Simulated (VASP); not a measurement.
# Cr (Im-3m) in VASP: further runs, part 2 of 2

VASP 6.6.1. Earlier steps stand in the parts before.

### 4 Single point, revPBE+D3(BJ), collinear spin, ferromagnetic start

This run uses another cell than the first one, of 11.09 Å³/atom.

INCAR reads:

```
PREC = Accurate
ENCUT = 500
EDIFF = 1E-6
ISMEAR = -1
SIGMA = 0.05
LREAL = F
LASPH = T
NELM = 200
ALGO = Normal
ISIF = 2
LWAVE = F
LCHARG = T
ISPIN = 2
MAGMOM = 3
LORBIT = 11
LMAXMIX = 4
GGA = RE
IVDW = 12
LELF = T
LVHAR = T
NBANDS = 16
GGA_COMPAT = F
```

KPOINTS reads:

```
regular mesh
0
Gamma
  12 12 12
```

POSCAR reads:

```
Cr
1.0
   -1.4048946476      1.4048946476      1.4048946476
    1.4048946476     -1.4048946476      1.4048946476
    1.4048946476      1.4048946476     -1.4048946476
Cr
1
Direct
    0.0000000000      0.0000000000      0.0000000000
```

Potentials or basis: VASP PAW PBE potentials, release 64 (Cr_pv).

Command:

```bash
> cat potpaw_PBE.64/Cr_pv/POTCAR > POTCAR
> mpirun -np 1 vasp_std > vasp.out
```

OUTCAR:

```text
PREC = Accurate
   ENCUT = 500
   EDIFF = 1E-6
   ISMEAR = -1
   LREAL = F
   LASPH = T
   NELM = 200
   ISIF = 2
   ISPIN = 2
   LORBIT = 11
   GGA = RE
   IVDW = 12
 IVDW          = 12

 ion  position               nearest neighbor table
   1  0.000  0.000  0.000-

  LATTYP: Found a body centered cubic cell.
 ALAT       =     2.8097892952

  Lattice vectors:

 A1 = (  -1.4048946476,   1.4048946476,   1.4048946476)
 A2 = (   1.4048946476,  -1.4048946476,   1.4048946476)
 A3 = (   1.4048946476,   1.4048946476,  -1.4048946476)

Analysis of symmetry for initial positions (statically):
=====================================================================
 Subroutine PRICEL returns:
 Original cell was already a primitive cell.

 Routine SETGRP: Setting up the symmetry group for a
 body centered cubic supercell.

 Subroutine GETGRP returns: Found 48 space group operations
 (whereof 48 operations were pure point group operations)
 out of a pool of 48 trial point group operations.

The static configuration has the point symmetry O_h .

Analysis of symmetry for dynamics (positions and initial velocities):
[... 640 lines left out ...]
 spin component 2

 k-point     1 :       0.0000    0.0000    0.0000
  band No.  band energies     occupation
      1     -31.0520      1.00000
      2     -31.0520      1.00000
      3     -31.0520      1.00000
      4       3.6365      1.00000
      5      10.6976      1.00000
      6      10.6976      1.00000
[... 435 lines left out ...]
      5       8.9816      1.00000
      6      11.5061      0.93671
[... 8 lines left out ...]
     15      44.5109      0.00000
     16      44.7206      0.00000

 [... further k-points ...]

------------------------ aborting loop because EDIFF is reached ----------------------------------------

 Edisp (eV)   -0.98737

 E8    (eV) :    -0.6980

  FORCE on cell =-STRESS in cart. coord.  units (eV):
  Direction    XX          YY          ZZ          XY          YZ          ZX
  --------------------------------------------------------------------------------------
  -------------------------------------------------------------------------------------
  Total      -0.04592    -0.04592    -0.04592     0.00000    -0.00000     0.00000
  in kB      -6.63326    -6.63326    -6.63326     0.00000    -0.00000     0.00000
  external pressure =       -6.63 kB  Pullay stress =        0.00 kB

 VOLUME and BASIS-vectors are now :
 -----------------------------------------------------------------------------
  energy-cutoff  :      500.00
  volume of cell :       11.09
      direct lattice vectors                 reciprocal lattice vectors
    -1.404894648  1.404894648  1.404894648     0.000000000  0.355898573  0.355898573
     1.404894648 -1.404894648  1.404894648     0.355898573  0.000000000  0.355898573
     1.404894648  1.404894648 -1.404894648     0.355898573  0.355898573  0.000000000

 POSITION                                       TOTAL-FORCE (eV/Angst)
 -----------------------------------------------------------------------------------
      0.00000      0.00000      0.00000         0.000000      0.000000      0.000000
 -----------------------------------------------------------------------------------
    total drift:                                0.000000      0.000000      0.000000

  FREE ENERGIE OF THE ION-ELECTRON SYSTEM (eV)
  ---------------------------------------------------
  free  energy   TOTEN  =       -10.0680539385 eV

  energy  without entropy=      -10.0646704253  energy(sigma->0) =      -10.06636218

 total charge

# of ion       s       p       d       tot
------------------------------------------
    1        0.467   6.428   4.265  11.160

 magnetization (x)

# of ion       s       p       d       tot
------------------------------------------
    1       -0.000   0.000   0.000   0.000
```

OSZICAR:

```text
N       E                     dE             d eps       ncg     rms          rms(c)
DAV:   1     0.782278357117E+02    0.78228E+02   -0.59981E+03  4752   0.846E+02
DAV:   2    -0.760805899398E+01   -0.85836E+02   -0.81489E+02  5016   0.244E+02
DAV:   3    -0.907364275199E+01   -0.14656E+01   -0.14613E+01  5152   0.349E+01
DAV:   4    -0.907837915488E+01   -0.47364E-02   -0.47363E-02  5408   0.196E+00
DAV:   5    -0.907841109761E+01   -0.31943E-04   -0.31944E-04  5240   0.143E-01    0.190E+01
DAV:   6    -0.902840784012E+01    0.50003E-01   -0.17807E+00  4752   0.241E+01    0.405E+00
DAV:   7    -0.907719658156E+01   -0.48789E-01   -0.15084E-01  4872   0.303E+00    0.248E+00
DAV:   8    -0.908380528064E+01   -0.66087E-02   -0.71876E-03  4936   0.943E-01    0.927E-01
DAV:   9    -0.908038562629E+01    0.34197E-02   -0.19826E-03  5104   0.431E-01    0.325E-01
DAV:  10    -0.908068152585E+01   -0.29590E-03   -0.36678E-04  5064   0.170E-01    0.655E-02
DAV:  11    -0.908069605816E+01   -0.14532E-04   -0.19783E-05  5320   0.330E-02    0.282E-02
DAV:  12    -0.908068960675E+01    0.64514E-05   -0.17855E-06  4168   0.101E-02    0.693E-03
DAV:  13    -0.908068740688E+01    0.21999E-05   -0.11144E-06  3752   0.714E-03    0.211E-03
DAV:  14    -0.908068730395E+01    0.10293E-06   -0.47884E-08  2368   0.244E-03
   1 F= -.10068054E+02 E0= -.10066362E+02  d E =-.338351E-02  mag=    -0.0000
```

stdout:

```text
POSCAR found type information on POSCAR Cr
 POSCAR found :  1 types and       1 ions
 scaLAPACK will be used
 -----------------------------------------------------------------------------
|                                                                             |
|                                                                             |
|     You enforced a specific xc type in the INCAR file but a different       |
|     I HOPE YOU KNOW WHAT YOU ARE DOING!                                     |
|                                                                             |
 -----------------------------------------------------------------------------

 LDA part: xc-table for (Slater+PW92), standard interpolation
 POSCAR, INCAR and KPOINTS ok, starting setup
 FFT: planning ... GRIDC
 FFT: planning ... GRID_SOFT
 FFT: planning ... GRID
 WAVECAR not read
 entering main loop
```

Run time: 14 s. Hardware: 1 thread of Intel Xeon Platinum 8488C (Sapphire Rapids), shared host; peak memory 0.14 GiB.

Results:

```yaml
Free_energy: -10.0681 eV
Pressure: -0.7 GPa
Band_gap_on_the_k_mesh: zero (filled and empty bands overlap)
Net_moment: 0.00 μB per cell
Valence_electrons_inside_the_program's_atomic_spheres: Cr 11.16
Dispersion_energy_per_atom: -0.987 eV
```

Caveat: the moments typed at the start vanished in this run; the PAW data sets were made with another functional, which shifts forces and pressure a little.

### 5 Single point, PBE+D3(BJ), collinear spin, ferromagnetic start

This run uses another cell than the first one, of 11.22 Å³/atom.

INCAR reads:

```
SYSTEM = Cr
PREC     = Accurate       ! precision mode
ENCUT    = 500            ! plane-wave cutoff, eV
EDIFF    = 1E-6           ! SCF threshold, eV
ISMEAR   = -1             ! smearing method
SIGMA    = 0.05           ! smearing width, eV
LREAL    = .False.        ! projectors in reciprocal space
LASPH    = .True.         ! aspherical terms in the spheres
NELM     = 200            ! most SCF steps
ALGO     = Normal         ! electronic algorithm
ISIF     = 2              ! what is computed and relaxed
LWAVE    = .False.        ! write WAVECAR
LCHARG   = .False.        ! write CHGCAR
ISPIN    = 2              ! spin polarisation
MAGMOM   = 3              ! initial moments
LORBIT   = 11             ! projections on sites
LMAXMIX  = 4              ! l up to which the mixer works
GGA      = PE             ! functional
IVDW     = 12             ! dispersion correction
NBANDS   = 16             ! bands
GGA_COMPAT= .False.
```

KPOINTS reads:

```
Automatic mesh
0
Gamma
  12 12 12
  0 0 0
```

POSCAR reads:

```
Cr
1.0
   -1.4102478897      1.4102478897      1.4102478897
    1.4102478897     -1.4102478897      1.4102478897
    1.4102478897      1.4102478897     -1.4102478897
Cr
1
Direct
    0.0000000000      0.0000000000      0.0000000000
```

Command:

```bash
> cat potpaw_PBE.64/Cr_pv/POTCAR > POTCAR
> mpirun -np 1 vasp_std > vasp.out
```

Run time: 14 s. Hardware: 1 thread of Intel Xeon Platinum 8488C (Sapphire Rapids), shared host; peak memory 0.14 GiB.

The run converged. Its results:

| Quantity | Value |
| --- | --- |
| Free energy | -10.0256 eV |
| Pressure | -0.7 GPa |
| Band gap on the k mesh | zero (filled and empty bands overlap) |
| Net moment | 0.00 μB per cell |
| Valence electrons inside the program's atomic spheres | Cr 11.13 |
| Dispersion energy per atom | -0.510 eV |

Levels at points of the mesh, in eV from the Fermi level:
Spin up:
```
           k point  band 3  band 4  band 5  band 6  band 7  band 8  band 9  band 10
(0.00, 0.00, 0.00)  -42.66   -7.96   -0.93   -0.93   -0.93    1.21    1.21     7.17
(0.50, 0.00, 0.00)  -42.66   -4.57   -2.54    1.20    1.21    1.57    2.98     7.16
(0.50, 0.50, 0.50)  -43.34   -4.48   -4.48    2.57    2.57    2.57    7.16    10.89
```
Spin down:
```tsv
k point	band 4	band 5	band 6	band 7	band 8	band 9
(0.00, 0.00, 0.00)	-7.96	-0.93	-0.93	-0.93	1.21	1.21
(0.50, 0.00, 0.00)	-4.57	-2.54	1.20	1.21	1.57	2.98
(0.50, 0.50, 0.50)	-4.48	-4.48	2.57	2.57	2.57	7.16
```

Caveat: an empty level that is flat over the whole mesh can mark a ghost state of the potentials, or a narrow d or f band; the moments typed at the start vanished in this run.

### 6 Single point, BLYP, collinear spin, ferromagnetic start

This run uses another cell than the first one, of 11.91 Å³/atom.

INCAR reads:

```
SYSTEM = Cr
PREC = Accurate ; ENCUT = 500
EDIFF = 1E-6 ; ISMEAR = -1
SIGMA = 0.05 ; LREAL = .False.
LASPH = .True. ; NELM = 200
ALGO = Normal ; ISIF = 2
LWAVE = .False. ; LCHARG = .True.
ISPIN = 2 ; MAGMOM = 3
LORBIT = 11 ; LMAXMIX = 4
GGA = B5 ; ALDAX = 1.0
AGGAX = 1.0 ; AGGAC = 1.0
ALDAC = 0.0 ; LELF = .True.
LVHAR = .True. ; NBANDS = 16
GGA_COMPAT = .False.
```

KPOINTS is that of step 5.

POSCAR reads:

```
Cr
1.0
   -1.4388145424      1.4388145424      1.4388145424
    1.4388145424     -1.4388145424      1.4388145424
    1.4388145424      1.4388145424     -1.4388145424
Cr
1
Direct
    0.0000000000      0.0000000000      0.0000000000
```

Potentials or basis: VASP PAW PBE potentials, release 64 (Cr_pv).

Command:

```bash
> cat potpaw_PBE.64/Cr_pv/POTCAR > POTCAR
> mpirun -np 1 vasp_std > vasp.out
```

Run time: 18 s. Hardware: 1 thread of Intel Xeon Platinum 8488C (Sapphire Rapids), shared host; peak memory 0.13 GiB.

Results (log left out):

```
Free energy                                           : -8.3277 eV
Pressure                                              : -0.2 GPa
Band gap on the k mesh                                : zero (filled and empty bands overlap)
Net moment                                            : 0.00 μB per cell
Valence electrons inside the program's atomic spheres : Cr 11.01
```

Levels at points of the mesh, in eV from the Fermi level:
Spin up:
```csv
k point,band 4,band 5,band 6,band 7,band 8,band 9
"(0.00, 0.00, 0.00)",-7.53,-0.91,-0.91,-0.91,1.13,1.13
"(0.50, 0.00, 0.00)",-4.20,-2.37,1.09,1.30,1.44,2.68
"(0.50, 0.50, 0.50)",-4.04,-4.04,2.31,2.31,2.31,6.81
```
Spin down:
```csv
k point,band 2,band 3,band 4,band 5,band 6,band 7,band 8,band 9,band 10,band 11
"(0.00, 0.00, 0.00)",-42.60,-42.60,-7.53,-0.91,-0.91,-0.91,1.13,1.13,6.81,22.29
"(0.50, 0.00, 0.00)",-42.86,-42.60,-4.20,-2.37,1.09,1.30,1.44,2.68,6.81,9.64
"(0.50, 0.50, 0.50)",-43.18,-43.18,-4.04,-4.04,2.31,2.31,2.31,6.81,10.49,10.49
```

Caveat: an empty level that is flat over the whole mesh can mark a ghost state of the potentials, or a narrow d or f band; the moments typed at the start vanished in this run; the PAW data sets were made with another functional, which shifts forces and pressure a little.
